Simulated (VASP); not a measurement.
# Al4Fe3Co (P4/mmm) in VASP: single point with PBE

Aim: the single point of Al4Fe3Co with PBE.

Program: VASP 6.6.1. These are calculated values, not measurements. Logs are shortened: lines on timing, memory, paths and dates and some standing lists are left out, and cuts for length are marked.

## Step 1: The cell of the first run

The structure is tetragonal, space group P4/mmm (No. 123). Conventional cell: a = 5.735 Å, b = 5.735 Å, c = 2.869 Å, α = 90.00°, β = 90.00°, γ = 90.00°. Within 3.3 Å of Al (site symmetry m2m) lie 2 Co at 2.48 Å and 6 Fe at 2.48 to 2.49 Å and 6 Al at 2.86 to 2.88 Å. Within 3.3 Å of Co (site symmetry 4/mmm) lie 8 Al at 2.48 Å and 4 Fe at 2.87 Å and 2 Co at 2.87 Å. Fe (site symmetry mmm) has 8 Al at 2.48 Å and 2 Co at 2.87 Å and 4 Fe at 2.87 Å within 3.3 Å. Within 3.3 Å of Fe (site symmetry 4/mmm) lie 8 Al at 2.49 Å and 6 Fe at 2.87 Å.

## Step 2: Single point, PBE, collinear spin, ferromagnetic start

Input file INCAR:

```
SYSTEM = Al4Fe3Co
PREC     = Accurate       ! precision mode
ENCUT    = 520            ! plane-wave cutoff, eV
EDIFF    = 1E-6           ! SCF threshold, eV
ISMEAR   = 0              ! smearing method
SIGMA    = 0.2            ! smearing width, eV
LREAL    = .False.        ! projectors in reciprocal space
LASPH    = .True.         ! aspherical terms in the spheres
NELM     = 150            ! most SCF steps
ALGO     = Fast           ! electronic algorithm
ISIF     = 2              ! what is computed and relaxed
LWAVE    = .False.        ! write WAVECAR
LCHARG   = .True.         ! write CHGCAR
ISPIN    = 2              ! spin polarisation
MAGMOM   = 0 0 0 0 0 0.65 0.89 0.65 ! initial moments
LORBIT   = 11             ! projections on sites
LMAXMIX  = 4              ! l up to which the mixer works
GGA      = PE             ! functional
LELF     = .True.         ! ELF
LVHAR    = .True.       
NBANDS   = 36             ! bands
```

Input file KPOINTS:

```
regular mesh
0
Gamma
  8 4 4
  0 0 0
```

Input file POSCAR:

```
Al4Fe3Co
1.0
    0.0000000000      0.0000000000      2.8686439000
    5.7353878000      0.0000000000      0.0000000000
    0.0000000000      5.7353878000      0.0000000000
Al Co Fe
4 1 3
Direct
    0.0000000000      0.2507540000      0.7492460000
    0.0000000000      0.2507540000      0.2507540000
    0.0000000000      0.7492460000      0.7492460000
    0.0000000000      0.7492460000      0.2507540000
    0.5000000000      0.5000000000      0.5000000000
    0.5000000000      0.5000000000      0.0000000000
    0.5000000000      0.0000000000      0.0000000000
    0.5000000000      0.0000000000      0.5000000000
```

Potentials or basis: VASP PAW PBE potentials, release 64 (Al, Co, Fe).

On the command line:

```
$ cat potpaw_PBE.64/Al/POTCAR potpaw_PBE.64/Co/POTCAR potpaw_PBE.64/Fe/POTCAR > POTCAR
$ mpirun -np 1 vasp_std > vasp.out
```

OUTCAR:

```text
SYSTEM = Al4Fe3Co
   PREC = Accurate
   ENCUT = 520
   EDIFF = 1E-6
   ISMEAR = 0
   LREAL = .False.
   LASPH = .True.
   NELM = 150
   ISIF = 2
   ISPIN = 2
   LORBIT = 11
   GGA = PE

 ion  position               nearest neighbor table
   1  0.000  0.251  0.749-   5 2.48   5 2.48   8 2.48   6 2.48   6 2.48   8 2.48   7 2.49   7 2.49
                             2 2.86   3 2.86   2 2.88   3 2.88
   2  0.000  0.251  0.251-   5 2.48   5 2.48   8 2.48   6 2.48   6 2.48   8 2.48   7 2.49   7 2.49
                             1 2.86   4 2.86   1 2.88   4 2.88
   3  0.000  0.749  0.749-   5 2.48   5 2.48   8 2.48   6 2.48   6 2.48   8 2.48   7 2.49   7 2.49
                             1 2.86   4 2.86   1 2.88   4 2.88
   4  0.000  0.749  0.251-   5 2.48   5 2.48   8 2.48   6 2.48   6 2.48   8 2.48   7 2.49   7 2.49
                             2 2.86   3 2.86   2 2.88   3 2.88
   5  0.500  0.500  0.500-   1 2.48   2 2.48   3 2.48   4 2.48   1 2.48   2 2.48   3 2.48   4 2.48
                             6 2.87   8 2.87   6 2.87   8 2.87
   6  0.500  0.500  0.000-   1 2.48   2 2.48   3 2.48   4 2.48   1 2.48   2 2.48   3 2.48   4 2.48
                             5 2.87   7 2.87   5 2.87   7 2.87
   7  0.500  0.000  0.000-   1 2.49   2 2.49   3 2.49   4 2.49   1 2.49   2 2.49   3 2.49   4 2.49
                             6 2.87   8 2.87   8 2.87   6 2.87
   8  0.500  0.000  0.500-   1 2.48   2 2.48   3 2.48   4 2.48   1 2.48   2 2.48   3 2.48   4 2.48
                             5 2.87   7 2.87   7 2.87   5 2.87

  LATTYP: Found a simple tetragonal cell.
 ALAT       =     5.7353878000
 C/A-ratio  =     0.5001656383

  Lattice vectors:

 A1 = (   5.7353878000,   0.0000000000,   0.0000000000)
 A2 = (   0.0000000000,   5.7353878000,   0.0000000000)
 A3 = (   0.0000000000,   0.0000000000,   2.8686439000)

Analysis of symmetry for initial positions (statically):
=====================================================================
 Subroutine PRICEL returns:
 Original cell was already a primitive cell.

 Routine SETGRP: Setting up the symmetry group for a
 simple tetragonal supercell.

 Subroutine GETGRP returns: Found 16 space group operations
 (whereof 16 operations were pure point group operations)
 out of a pool of 16 trial point group operations.

The static configuration has the point symmetry D_4h.

Analysis of symmetry for dynamics (positions and initial velocities):
=====================================================================
 Subroutine PRICEL returns:
 Original cell was already a primitive cell.

 Routine SETGRP: Setting up the symmetry group for a
 simple tetragonal supercell.

 Subroutine GETGRP returns: Found 16 space group operations
 (whereof 16 operations were pure point group operations)
 out of a pool of 16 trial point group operations.

The dynamic configuration has the point symmetry D_4h.

Analysis of structural, dynamic, and magnetic symmetry:
=====================================================================
 Subroutine PRICEL returns:
 Original cell was already a primitive cell.

 Routine SETGRP: Setting up the symmetry group for a
 simple tetragonal supercell.

 Subroutine GETGRP returns: Found 16 space group operations
 (whereof 16 operations were pure point group operations)
 out of a pool of 16 trial point group operations.

The overall configuration has the point symmetry D_4h.

 Subroutine INISYM returns: Found 16 space group operations
 (whereof 16 operations are pure point group operations),
 and found     1 'primitive' translations

----------------------------------------------------------------------------------------

                                     Primitive cell

  volume of cell :      94.3631

  direct lattice vectors                    reciprocal lattice vectors
     0.000000000  0.000000000  2.868643900     0.000000000  0.000000000  0.348596771
     5.735387800  0.000000000  0.000000000     0.174356126  0.000000000  0.000000000
     0.000000000  5.735387800  0.000000000     0.000000000  0.174356126  0.000000000

  length of vectors
     2.868643900  5.735387800  5.735387800     0.348596771  0.174356126  0.174356126

  position of ions in fractional coordinates (direct lattice)
     0.000000000  0.250754000  0.749246000
     0.000000000  0.250754000  0.250754000
     0.000000000  0.749246000  0.749246000
     0.000000000  0.749246000  0.250754000
     0.500000000  0.500000000  0.500000000
     0.500000000  0.500000000  0.000000000
     0.500000000  0.000000000  0.000000000
     0.500000000  0.000000000  0.500000000

  ion indices of the primitive-cell ions
   primitive index   ion index
                 1           1
                 2           2
                 3           3
                 4           4
                 5           5
                 6           6
                 7           7
                 8           8

----------------------------------------------------------------------------------------

 KPOINTS: regular mesh
[... 27 lines left out ...]
  0.250000  0.000000  0.000000      2.000000
  0.375000  0.000000  0.000000      2.000000
  0.500000  0.000000  0.000000      1.000000
  0.000000  0.250000  0.000000      4.000000
[... 16 lines left out ...]
  0.250000  0.500000  0.250000      8.000000
  0.375000  0.500000  0.250000      8.000000
 [... further k-points ...]
   k-points           NKPTS =     30   k-points in BZ     NKDIM =     30   number of bands    NBANDS=     36
   number of dos      NEDOS =    301   number of ions     NIONS =      8
   total plane-waves  NPLWV =  55296
   dimension x,y,z NGX =    24 NGY =   48 NGZ =   48
   dimension x,y,z NGXF=    48 NGYF=   96 NGZF=   96
   ions per type =               4   1   3
   NGX,Y,Z   is equivalent  to a cutoff of  13.91, 13.91, 13.91 a.u.
   NGXF,Y,Z  is equivalent  to a cutoff of  27.82, 27.83, 27.83 a.u.
 SYSTEM =  Al4Fe3Co
   PREC   = accura    normal or accurate (medium, high low for compatibility)
   ISTART =      0    job   : 0-new  1-cont  2-samecut
   ICHARG =      2    charge: 1-file 2-atom 10-const
   ISPIN  =      2    spin polarized calculation?
   LNONCOLLINEAR =      F non collinear calculations
   LSORBIT =      F    spin-orbit coupling
   LASPH  =      T    aspherical Exc in radial PAW
   ENCUT  =  520.0 eV  38.22 Ry    6.18 a.u.   5.33 10.66 10.66*2*pi/ulx,y,z
   NELM   =    150;   NELMIN=  2; NELMDL= -5     # of ELM steps
   EDIFF  = 0.1E-05   stopping-criterion for ELM
   LREAL  =      F    real-space projection
   EDIFFG = 0.1E-04   stopping-criterion for IOM
   NSW    =      0    number of steps for IOM
   IBRION =     -1    ionic relax: 0-MD 1-quasi-New 2-CG
   NFREE  =      0    steps in history (QN), initial steepest desc. (CG)
   ISIF   =      2    stress and relaxation
   ISYM   =      2    0-nonsym 1-usesym 2-fastsym
   POTIM  = 0.5000    time-step for ionic-motion
   TEBEG  =    0.0;   TEEND  =   0.0 temperature during run
   PSTRESS=    0.0 pullay stress
   NELECT =      45.0000    total number of electrons
   NUPDOWN=      -1.0000    fix difference up-down
   EMIN   =  10.00;   EMAX   =-10.00  energy-range for DOS
   EFERMI =   0.00;   METHOD = LEGACY
   ISMEAR =     0;   SIGMA  =   0.20  broadening in eV -4-tet -1-fermi 0-gaus
   EFERMI_NEDOS =   21; number of points for ismear=-14 and -15
   IALGO  =     68    algorithm
   IMIX   =      4    mixing-type and parameters
     AMIX     =   0.40;   BMIX     =  1.00
     AMIX_MAG =   1.60;   BMIX_MAG =  1.00
  volume/ion in A,a.u.               =      11.80        79.60
  Fermi-wavevector in a.u.,A,eV,Ry     =   1.279023  2.417002 22.257759  1.635899
  Thomas-Fermi vector in A             =   2.411532
   LORBIT       =     11    0 simple, 1 ext, 2 COOP (PROOUT), +10 PAW based schemes
   GGA     = PE    functional components
   LHFCALC =     F    Hartree Fock is set to
   AEXX    =    0.0000 exact exchange contribution
   IVDW    =     0    specifies the selected vdW correction
   LEPSILON=     F    determine dielectric tensor
   LRPA    =     F    only Hartree local field effects (RPA)
 spin polarized calculation
 RMM-DIIS sequential band-by-band and
 Gauss-broadening in eV      SIGMA  =   0.20
  energy-cutoff  :      520.00
  volume of cell :       94.36
 maximum number of plane-waves:      2576
 NGX is ok and might be reduce to    24
   NGX = 11   NGY = 21   NGZ = 21

 number of electron      44.9999987 magnetization       1.9616215

 Free energy of the ion-electron system (eV)
  ---------------------------------------------------
  ext. energy  EPLUGINS =         0.00000000
  ---------------------------------------------------
  free energy    TOTEN  =       -50.03461302 eV

  energy without entropy =      -49.88000073  energy(sigma->0) =      -49.95730687

 E-fermi :   8.5700     XC(G=0): -12.1766

 val. band max:        8.5662340097   @ k =   0.0000   0.5000   0.5000
 cond. band min:       8.5726478557   @ k =   0.0000   0.2500   0.2500
 fundamental gap:      0.0064138460
 Fermi energy:         8.5699763801

 spin component 1

 k-point     1 :       0.0000    0.0000    0.0000
  band No.  band energies     occupation
      1      -1.9279      1.00000
      2       2.2899      1.00000
      3       2.2899      1.00000
      4       2.4197      1.00000
      5       2.5394      1.00000
      6       3.6307      1.00000
[... 877 lines left out ...]
     33      14.7497      0.00000
     34      14.8280      0.00000

 [... further k-points ...]

 spin component 2

 k-point     1 :       0.0000    0.0000    0.0000
  band No.  band energies     occupation
      1      -1.9243      1.00000
      2       2.2666      1.00000
      3       2.2666      1.00000
      4       2.4769      1.00000
      5       2.5888      1.00000
      6       3.8108      1.00000
[... 877 lines left out ...]
     33      14.8189      0.00000
     34      14.9450      0.00000

 [... further k-points ...]

 [bands above 34 left out]

------------------------ aborting loop because EDIFF is reached ----------------------------------------

  FORCE on cell =-STRESS in cart. coord.  units (eV):
  Direction    XX          YY          ZZ          XY          YZ          ZX
  --------------------------------------------------------------------------------------
  -------------------------------------------------------------------------------------
  Total        0.1349061      0.1349061      0.1143859      0.0000000     -0.0000000      0.0000000
  in kB        2.2905502      2.2905502      1.9421421      0.0000000     -0.0000000      0.0000000
  external PRESSURE =       2.1744142 kB  Pullay stress =       0.0000000 kB

 VOLUME and BASIS-vectors are now :
 -----------------------------------------------------------------------------
  energy-cutoff  :      520.00
  volume of cell :       94.36
      direct lattice vectors                 reciprocal lattice vectors
     0.000000000  0.000000000  2.868643900     0.000000000  0.000000000  0.348596771
     5.735387800  0.000000000  0.000000000     0.174356126  0.000000000  0.000000000
     0.000000000  5.735387800  0.000000000     0.000000000  0.174356126  0.000000000

 POSITION                                       TOTAL-FORCE (eV/Angst)
 -----------------------------------------------------------------------------------
      1.43817      4.29722      0.00000         0.021638     -0.021638      0.000000
      1.43817      1.43817      0.00000         0.021638      0.021638      0.000000
      4.29722      4.29722      0.00000        -0.021638     -0.021638      0.000000
      4.29722      1.43817      0.00000        -0.021638      0.021638      0.000000
      2.86769      2.86769      1.43432         0.000000      0.000000      0.000000
      2.86769      0.00000      1.43432         0.000000      0.000000      0.000000
      0.00000      0.00000      1.43432         0.000000      0.000000      0.000000
      0.00000      2.86769      1.43432         0.000000      0.000000      0.000000
 -----------------------------------------------------------------------------------
    total drift:                                0.000000      0.000000      0.000000

  FREE ENERGIE OF THE ION-ELECTRON SYSTEM (eV)
  ---------------------------------------------------
  free  energy   TOTEN  =       -50.0346130206 eV

  energy  without entropy=      -49.8800007270  energy(sigma->0) =      -49.95730687

 total charge

# of ion       s       p       d       tot
------------------------------------------
    1        0.399   0.434   0.000   0.833
    2        0.399   0.434   0.000   0.833
    3        0.399   0.434   0.000   0.833
    4        0.399   0.434   0.000   0.833
    5        0.436   0.493   7.496   8.424
    6        0.429   0.507   6.495   7.431
    7        0.433   0.510   6.473   7.415
    8        0.429   0.507   6.495   7.431
--------------------------------------------------
tot          3.322   3.754  26.958  34.035

 magnetization (x)

# of ion       s       p       d       tot
------------------------------------------
    1       -0.006  -0.012   0.000  -0.018
    2       -0.006  -0.012   0.000  -0.018
    3       -0.006  -0.012   0.000  -0.018
    4       -0.006  -0.012   0.000  -0.018
    5       -0.002   0.004  -0.091  -0.089
    6        0.002   0.004   0.649   0.656
    7        0.002   0.005   0.853   0.860
    8        0.002   0.004   0.649   0.656
--------------------------------------------------
tot         -0.020  -0.033   2.061   2.009
```

It took 4 min on 1 thread of Intel Xeon Platinum 8488C (Sapphire Rapids), shared host; peak memory 0.37 GiB.

What came out:

| Property | Result |
| --- | --- |
| Free energy | -50.0346 eV |
| Pressure | 0.2 GPa |
| Largest force | 0.031 eV/Å |
| Net moment | 1.96 μB per cell |
| Site moments | Al -0.02; Co -0.09; Fe +0.66, +0.86 (each value once) μB |
| Valence electrons inside the program's atomic spheres | Al 0.83; Co 8.42; Fe 7.43, 7.42 (each value once) |

Forces in eV/Å, atoms in the order of the input:
```
Al   0.022 -0.022  0.000
Al   0.022  0.022  0.000
Al  -0.022 -0.022  0.000
Al  -0.022  0.022  0.000
Co   0.000  0.000  0.000
Fe   0.000  0.000  0.000
Fe   0.000  0.000  0.000
Fe   0.000  0.000  0.000
```

Levels at points of the mesh, in eV from the Fermi level:
Spin up:
```
           k point  band 20  band 21  band 22  band 23  band 24  band 25  band 26  band 27  band 28  band 29
(0.00, 0.00, 0.00)    -0.41    -0.39    -0.39    -0.27    -0.27     0.34     0.77     0.85     3.14     3.98
(0.50, 0.00, 0.00)    -1.03    -0.29     0.27     0.37     0.44     0.46     0.85     2.90     2.90     2.91
(0.00, 0.50, 0.00)    -0.89    -0.70    -0.70    -0.35    -0.32     0.66     0.80     2.05     2.14     5.91
(0.50, 0.50, 0.00)    -0.71     0.30     0.44     0.64     0.66     0.72     0.72     0.73     0.82     3.03
(0.00, 0.50, 0.50)    -0.82    -0.82    -0.81    -0.69    -0.69     2.09     2.30     2.30     2.31     3.80
(0.50, 0.50, 0.50)    -1.04    -0.21    -0.21    -0.21    -0.10     0.64     0.88     1.00     1.00     6.37
```
Spin down:
```
           k point  band 18  band 19  band 20  band 21  band 22  band 23  band 24  band 25
(0.00, 0.00, 0.00)    -0.46    -0.46     0.15     0.15     0.26     0.53     0.53     0.59
(0.50, 0.00, 0.00)    -0.44    -0.44    -0.40     0.18     0.41     0.66     1.01     1.05
(0.00, 0.50, 0.00)    -0.48    -0.16    -0.15    -0.04     0.08     0.16     0.51     0.84
(0.50, 0.50, 0.00)    -0.48    -0.46     0.08     0.24     0.89     0.93     1.01     1.01
(0.00, 0.50, 0.50)    -0.78    -0.16    -0.13     0.00     0.00     0.00     0.03     2.02
(0.50, 0.50, 0.50)    -0.60    -0.49    -0.49     0.10     0.10     0.26     0.40     0.59
```
